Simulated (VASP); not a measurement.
# GaN (F-43m) in VASP: notebook

Aim: see how the results for GaN move with the level of theory and the settings. Levels: PBEsol, BLYP+D4. Tasks: relaxation of cell and atoms.

Program: VASP 6.6.1. These are calculated values, not measurements. Logs are shortened: lines on timing, memory, paths and dates and some standing lists are left out, and cuts for length are marked.

### 1 The cell of the first run

It takes space group F-43m (No. 216, cubic). The conventional cell has a = 4.507 Å, b = 4.507 Å, c = 4.507 Å, α = 90.00°, β = 90.00°, γ = 90.00°. Ga (site symmetry -43m) has 4 N at 1.95 Å within 2.6 Å. N (site symmetry -43m) has 4 Ga at 1.95 Å within 2.6 Å.

### 2 Relaxation of cell and atoms, PBEsol

Input file INCAR:

```
SYSTEM = GaN
PREC = Accurate ; ENCUT = 600
EDIFF = 1E-6 ; ISMEAR = -1
SIGMA = 0.05 ; LREAL = .False.
LASPH = .True. ; NELM = 80
ALGO = Normal ; ISIF = 3
LWAVE = .False. ; LCHARG = .False.
GGA = PS ; IBRION = 2
NSW = 80 ; EDIFFG = -0.005
```

Input file KPOINTS:

```
Automatic mesh
0
Gamma
  10 10 10
  0 0 0
```

Input file POSCAR:

```
GaN
1.0
    0.0000000000      2.2535006075      2.2535006075
    2.2535006075      0.0000000000      2.2535006075
    2.2535006075      2.2535006075      0.0000000000
Ga N
1 1
Direct
    0.0000000000      0.0000000000      0.0000000000
    0.2500000000      0.2500000000      0.2500000000
```

Potentials or basis: VASP PAW PBE potentials, release 64 (Ga_d, N).

Launch:

```bash
cat potpaw_PBE.64/Ga_d/POTCAR potpaw_PBE.64/N/POTCAR > POTCAR
mpirun -np 1 vasp_std > vasp.out
```

OUTCAR:

```text
SYSTEM = GaN
   PREC = Accurate
   ENCUT = 600
   EDIFF = 1E-6
   ISMEAR = -1
   LREAL = .False.
   LASPH = .True.
   NELM = 80
   ISIF = 3
   GGA = PS
   IBRION = 2
   NSW = 80
   EDIFFG = -0.005

 ion  position               nearest neighbor table
   1  0.000  0.000  0.000-   2 1.95   2 1.95   2 1.95   2 1.95
   2  0.250  0.250  0.250-   1 1.95   1 1.95   1 1.95   1 1.95

  LATTYP: Found a face centered cubic cell.
 ALAT       =     4.5070012150

  Lattice vectors:

 A1 = (   0.0000000000,   2.2535006075,   2.2535006075)
 A2 = (   2.2535006075,   0.0000000000,   2.2535006075)
 A3 = (   2.2535006075,   2.2535006075,   0.0000000000)

Analysis of symmetry for initial positions (statically):
=====================================================================
 Subroutine PRICEL returns:
 Original cell was already a primitive cell.

 Routine SETGRP: Setting up the symmetry group for a
 face centered cubic supercell.

 Subroutine GETGRP returns: Found 24 space group operations
 (whereof 24 operations were pure point group operations)
 out of a pool of 48 trial point group operations.

The static configuration has the point symmetry T_d .

Analysis of symmetry for dynamics (positions and initial velocities):
=====================================================================
 Subroutine PRICEL returns:
 Original cell was already a primitive cell.

 Routine SETGRP: Setting up the symmetry group for a
 face centered cubic supercell.

 Subroutine GETGRP returns: Found 24 space group operations
 (whereof 24 operations were pure point group operations)
 out of a pool of 48 trial point group operations.

The dynamic configuration has the point symmetry T_d .

 Subroutine INISYM returns: Found 24 space group operations
 (whereof 24 operations are pure point group operations),
 and found     1 'primitive' translations

----------------------------------------------------------------------------------------

                                     Primitive cell

  volume of cell :      22.8877

  direct lattice vectors                    reciprocal lattice vectors
     0.000000000  2.253500607  2.253500607    -0.221877020  0.221877020  0.221877020
     2.253500607  0.000000000  2.253500607     0.221877020 -0.221877020  0.221877020
     2.253500607  2.253500607  0.000000000     0.221877020  0.221877020 -0.221877020

  length of vectors
     3.186931122  3.186931122  3.186931122     0.384302272  0.384302272  0.384302272

  position of ions in fractional coordinates (direct lattice)
     0.000000000  0.000000000  0.000000000
     0.250000000  0.250000000  0.250000000

  ion indices of the primitive-cell ions
   primitive index   ion index
                 1           1
                 2           2

----------------------------------------------------------------------------------------

 KPOINTS: Automatic mesh

Automatic generation of k-mesh.
 Grid dimensions read from file:
 generate k-points for:   10   10   10

 Generating k-lattice:

  Cartesian coordinates                     Fractional coordinates (reciprocal lattice)
    -0.022187702  0.022187702  0.022187702     0.100000000  0.000000000  0.000000000
     0.022187702 -0.022187702  0.022187702     0.000000000  0.100000000  0.000000000
     0.022187702  0.022187702 -0.022187702     0.000000000  0.000000000  0.100000000

  Length of vectors
     0.038430227  0.038430227  0.038430227

  Shift w.r.t. Gamma in fractional coordinates (k-lattice)
     0.000000000  0.000000000  0.000000000

 Subroutine IBZKPT returns following result:
 ===========================================

 Found     47 irreducible k-points:

 Following reciprocal coordinates:
            Coordinates               Weight
  0.000000  0.000000  0.000000      1.000000
  0.100000  0.000000  0.000000      8.000000
  0.200000  0.000000  0.000000      8.000000
  0.300000  0.000000  0.000000      8.000000
  0.400000  0.000000  0.000000      8.000000
  0.500000  0.000000  0.000000      4.000000
[... 16 lines left out ...]
  0.300000  0.300000  0.000000      6.000000
  0.400000  0.300000  0.000000     24.000000
 [... further k-points ...]
   k-points           NKPTS =     47   k-points in BZ     NKDIM =     47   number of bands    NBANDS=     13
   number of dos      NEDOS =    301   number of ions     NIONS =      2
   total plane-waves  NPLWV =  21952
   dimension x,y,z NGX =    28 NGY =   28 NGZ =   28
   dimension x,y,z NGXF=    56 NGYF=   56 NGZF=   56
   ions per type =               1   1
   NGX,Y,Z   is equivalent  to a cutoff of  14.61, 14.61, 14.61 a.u.
   NGXF,Y,Z  is equivalent  to a cutoff of  29.21, 29.21, 29.21 a.u.
 SYSTEM =  GaN
   PREC   = accura    normal or accurate (medium, high low for compatibility)
   ISTART =      0    job   : 0-new  1-cont  2-samecut
   ICHARG =      2    charge: 1-file 2-atom 10-const
   ISPIN  =      1    spin polarized calculation?
   LNONCOLLINEAR =      F non collinear calculations
   LSORBIT =      F    spin-orbit coupling
   LASPH  =      T    aspherical Exc in radial PAW
   ENCUT  =  600.0 eV  44.10 Ry    6.64 a.u.   6.37  6.37  6.37*2*pi/ulx,y,z
   NELM   =     80;   NELMIN=  2; NELMDL= -5     # of ELM steps
   EDIFF  = 0.1E-05   stopping-criterion for ELM
   LREAL  =      F    real-space projection
   EDIFFG = -.5E-02   stopping-criterion for IOM
   NSW    =     80    number of steps for IOM
   IBRION =      2    ionic relax: 0-MD 1-quasi-New 2-CG
   NFREE  =      1    steps in history (QN), initial steepest desc. (CG)
   ISIF   =      3    stress and relaxation
   ISYM   =      2    0-nonsym 1-usesym 2-fastsym
   POTIM  = 0.5000    time-step for ionic-motion
   TEBEG  =    0.0;   TEEND  =   0.0 temperature during run
   PSTRESS=    0.0 pullay stress
   NELECT =      18.0000    total number of electrons
   NUPDOWN=      -1.0000    fix difference up-down
   EMIN   =  10.00;   EMAX   =-10.00  energy-range for DOS
   EFERMI =   0.00;   METHOD = LEGACY
   ISMEAR =    -1;   SIGMA  =   0.05  broadening in eV -4-tet -1-fermi 0-gaus
   EFERMI_NEDOS =   21; number of points for ismear=-14 and -15
   IALGO  =     38    algorithm
   IMIX   =      4    mixing-type and parameters
     AMIX     =   0.40;   BMIX     =  1.00
     AMIX_MAG =   1.60;   BMIX_MAG =  1.00
  volume/ion in A,a.u.               =      11.44        77.23
  Fermi-wavevector in a.u.,A,eV,Ry     =   1.511117  2.855596 31.068543  2.283473
  Thomas-Fermi vector in A             =   2.621216
   LORBIT       =      0    0 simple, 1 ext, 2 COOP (PROOUT), +10 PAW based schemes
   GGA     = PS    functional components
   LHFCALC =     F    Hartree Fock is set to
   AEXX    =    0.0000 exact exchange contribution
   IVDW    =     0    specifies the selected vdW correction
   LEPSILON=     F    determine dielectric tensor
   LRPA    =     F    only Hartree local field effects (RPA)
 conjugate gradient relaxation of ions
 non-spin polarized calculation
  energy-cutoff  :      600.00
  volume of cell :       22.89
 maximum number of plane-waves:       785
 NGX is ok and might be reduce to    28
   NGX = 13   NGY = 13   NGZ = 13

--------------------------------------- Ionic step        1  -------------------------------------------

 number of electron      18.0000005 magnetization

 Free energy of the ion-electron system (eV)
  ---------------------------------------------------
  ext. energy  EPLUGINS =         0.00000000
  ---------------------------------------------------
  free energy    TOTEN  =       -13.12373633 eV

  energy without entropy =      -13.12373633  energy(sigma->0) =      -13.12373633

------------------------ aborting loop because EDIFF is reached ----------------------------------------

  FORCE on cell =-STRESS in cart. coord.  units (eV):
  Direction    XX          YY          ZZ          XY          YZ          ZX
  --------------------------------------------------------------------------------------
  -------------------------------------------------------------------------------------
  Total       -0.2150045     -0.2150045     -0.2150045      0.0000000      0.0000000      0.0000000
  in kB      -15.0506442    -15.0506442    -15.0506442      0.0000000      0.0000000      0.0000000
  external PRESSURE =     -15.0506442 kB  Pullay stress =       0.0000000 kB

 VOLUME and BASIS-vectors are now :
 -----------------------------------------------------------------------------
  energy-cutoff  :      600.00
  volume of cell :       22.89
      direct lattice vectors                 reciprocal lattice vectors
     0.000000000  2.253500607  2.253500607    -0.221877020  0.221877020  0.221877020
     2.253500607  0.000000000  2.253500607     0.221877020 -0.221877020  0.221877020
     2.253500607  2.253500607  0.000000000     0.221877020  0.221877020 -0.221877020
[... 145 lines left out ...]
 POSITION                                       TOTAL-FORCE (eV/Angst)
 -----------------------------------------------------------------------------------
      0.00000      0.00000      0.00000         0.000000      0.000000      0.000000
      1.12355      1.12355      1.12355        -0.000000     -0.000000     -0.000000
 -----------------------------------------------------------------------------------
    total drift:                                0.000000      0.000000      0.000000

  FREE ENERGIE OF THE ION-ELECTRON SYSTEM (eV)
  ---------------------------------------------------
  free  energy   TOTEN  =       -13.1245784476 eV

  energy  without entropy=      -13.1245784474  energy(sigma->0) =      -13.12457845

--------------------------------------- Ionic step        6  -------------------------------------------

 number of electron      18.0000004 magnetization

 Free energy of the ion-electron system (eV)
  ---------------------------------------------------
  ext. energy  EPLUGINS =         0.00000000
  ---------------------------------------------------
  free energy    TOTEN  =       -13.12458162 eV

  energy without entropy =      -13.12458162  energy(sigma->0) =      -13.12458162

 E-fermi :   6.1367     XC(G=0): -11.9437

 val. band max:        5.2339638830   @ k =   0.0000   0.0000   0.0000
 cond. band min:       6.9665836778   @ k =   0.0000   0.0000   0.0000
 fundamental gap:      1.7326197948
 Fermi energy:         6.1366691816

 k-point     1 :       0.0000    0.0000    0.0000
  band No.  band energies     occupation
      1     -10.7656      2.00000
      2      -8.1766      2.00000
      3      -8.1766      2.00000
      4      -8.1766      2.00000
      5      -7.8435      2.00000
      6      -7.8435      2.00000
      7       5.2340      2.00000
      8       5.2340      2.00000
      9       5.2340      2.00000
     10       6.9666      0.00000
     11      15.4851      0.00000
     12      15.4851      0.00000
     13      15.4851      0.00000

 k-point     2 :       0.1000    0.0000    0.0000
  band No.  band energies     occupation
      1     -10.6510      2.00000
      2      -8.1625      2.00000
      3      -8.1625      2.00000
      4      -8.1397      2.00000
      5      -7.8449      2.00000
      6      -7.8449      2.00000
      7       4.1272      2.00000
      8       5.1248      2.00000
      9       5.1248      2.00000
     10       7.8222      0.00000
     11      14.9819      0.00000
[... 339 lines left out ...]
 k-point    24 :       0.4000    0.3000    0.0000
  band No.  band energies     occupation
      1      -9.7298      2.00000
      2      -8.0463      2.00000
      3      -7.9444      2.00000
      4      -7.9435      2.00000
      5      -7.7809      2.00000
      6      -6.9381      2.00000
      7       0.1629      2.00000
      8       2.7044      2.00000
      9       3.0362      2.00000
     10       9.5923      0.00000
     11      12.3661      0.00000
     12      15.9418      0.00000
     13      18.0757      0.00000

 [... further k-points ...]
[... 5 lines left out ...]
  --------------------------------------------------------------------------------------
  -------------------------------------------------------------------------------------
  Total       -0.0081841     -0.0081841     -0.0081841      0.0000000      0.0000000      0.0000000
  in kB       -0.5773549     -0.5773549     -0.5773549      0.0000000      0.0000000      0.0000000
  external PRESSURE =      -0.5773549 kB  Pullay stress =       0.0000000 kB

 VOLUME and BASIS-vectors are now :
 -----------------------------------------------------------------------------
  energy-cutoff  :      600.00
  volume of cell :       22.71
      direct lattice vectors                 reciprocal lattice vectors
     0.000000000  2.247690651  2.247690651    -0.222450540  0.222450540  0.222450540
     2.247690651 -0.000000000  2.247690651     0.222450540 -0.222450540  0.222450540
     2.247690651  2.247690651 -0.000000000     0.222450540  0.222450540 -0.222450540

 POSITION                                       TOTAL-FORCE (eV/Angst)
 -----------------------------------------------------------------------------------
      0.00000      0.00000      0.00000        -0.000000     -0.000000     -0.000000
      1.12385      1.12385      1.12385         0.000000      0.000000      0.000000
 -----------------------------------------------------------------------------------
    total drift:                                0.000000      0.000000      0.000000

  FREE ENERGIE OF THE ION-ELECTRON SYSTEM (eV)
  ---------------------------------------------------
  free  energy   TOTEN  =       -13.1245816243 eV

  energy  without entropy=      -13.1245816241  energy(sigma->0) =      -13.12458162

 reached required accuracy - stopping structural energy minimisation
```

Wall time 27 s (1 thread of AMD EPYC 9R45 (Zen 5), shared host); peak memory 0.14 GiB.

Results:

```
Free energy                            : -13.1246 eV
Relaxed volume                         : 11.36 Å³/atom
Relaxed cell                           : a = 3.179 Å, b = 3.179 Å, c = 3.179 Å, α = 60.00°, β = 60.00°, γ = 60.00°
Space group after relaxing (to 0.05 Å) : F-43m (No. 216)
Energy gained by relaxing              : 0.4 meV/atom
Ionic steps                            : 6
Pressure after relaxing                : -0.1 GPa
Band gap on the k mesh                 : 1.73 eV, direct
```

Step by step:
| step | energy change (eV) | largest force (eV/Å) | pressure (GPa) | volume (Å³) |
| --- | --- | --- | --- | --- |
| 1 | 0.0000 | 0.0000 | -1.51 | 22.89 |
| 2 | -0.0001 | 0.0000 | 1.75 | 22.53 |
| 3 | -0.0008 | 0.0000 | -0.15 | 22.70 |
| 4 | -0.0008 | 0.0000 | 0.18 | 22.69 |
| 5 | -0.0008 | 0.0000 | 0.09 | 22.69 |
| 6 | -0.0008 | 0.0000 | -0.06 | 22.71 |

Final structure:
```yaml
crystal:
  lattice:
    - [0.00000, 2.24769, 2.24769]
    - [2.24769, 0.00000, 2.24769]
    - [2.24769, 2.24769, 0.00000]
  atoms:
    - { symbol: Ga, position: [0.00000, 0.00000, 0.00000] }
    - { symbol: N, position: [0.25000, 0.25000, 0.25000] }
```

Caveat: the PAW data sets were made with another functional, which shifts forces and pressure a little. As with any semilocal functional, this PBEsol gap is likely too small.

(Part 1 of 2 ends here.)
